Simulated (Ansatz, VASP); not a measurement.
Two plane-wave programs on I

File INCAR:

```
  PREC = Accurate
  ENCUT = 520
  EDIFF = 1E-7
  ISMEAR = 1
  SIGMA = 0.1
  LREAL = False
  LASPH = True
  NELM = 150
  ALGO = Normal
  ISIF = 2
  LWAVE = False
  LCHARG = False
  MAGMOM = 0 0 0
  LORBIT = 11
  LSORBIT = True
  GGA_COMPAT = False
  LORBMOM = True
  GGA = RE
  NBANDS = 18
```

The input KPOINTS:

```
regular mesh
0
Gamma
  11 11 11
```

Contents of POSCAR:

```
I
1.0
   -1.6174560000      1.6174560000      4.2648080000
    1.6174560000     -1.6174560000      4.2648080000
    1.6174560000      1.6174560000     -4.2648080000
I
1
Direct
    0.0000000000      0.0000000000      0.0000000000
```

input.yaml

```yaml
crystal:
  lattice:
    - [-1.617456, 1.617456, 4.264808]
    - [1.617456, -1.617456, 4.264808]
    - [1.617456, 1.617456, -4.264808]
  atoms:
    - { symbol: I, position: [0.0, 0.0, 0.0] }
hamiltonian:
  xc: revpbe
  pseudopotentials: { kind: nc_fr }
magnetization:
  noncollinear: true
  spin_orbit: true
kpoints:
  mp_grid: { grid: [11, 11, 11] }
scf:
  occupations: { method: methfessel_paxton, width: 0.1 }
output:
  forces: true
  stress: true
  eigenvalues: true
  write_density: true
  write_potential: true
  elf: true
  volumetric_format: npy
```

Alike in both runs: functional revPBE; k mesh 11 × 11 × 11; occupations methfessel-paxton of order 1, width 0.1 eV; non-collinear spin, spin-orbit coupling.

|  | VASP | Ansatz |
| --- | --- | --- |
| version | VASP 6.6.1 | Ansatz 0.2.0 |
| potentials or method | VASP PAW PBE potentials, release 64 (I) | PseudoDojo standard (PBE files) |
| plane-wave cutoff (eV) | 520 | 952 |
| valence electrons in the cell | 7 | 7 |
| task | single point | electrostatic potential |

|  | VASP | Ansatz | Ansatz less VASP |
| --- | --- | --- | --- |
| pressure (GPa) | 1.3 | 1.3 | -0.04 |
| traceless stress, the component that is largest in VASP (GPa) | -0.46 | -0.43 | +0.028 |
| net moment per atom (μB) | 0.00 | 0.00 | 0.000 |

VASP's potentials were made for PBE, not for revPBE. With one functional, cell and mesh, what is left measures potentials, basis and numerics.

Noted on Ansatz's run: the potentials were made for another functional, which shifts forces and pressure.
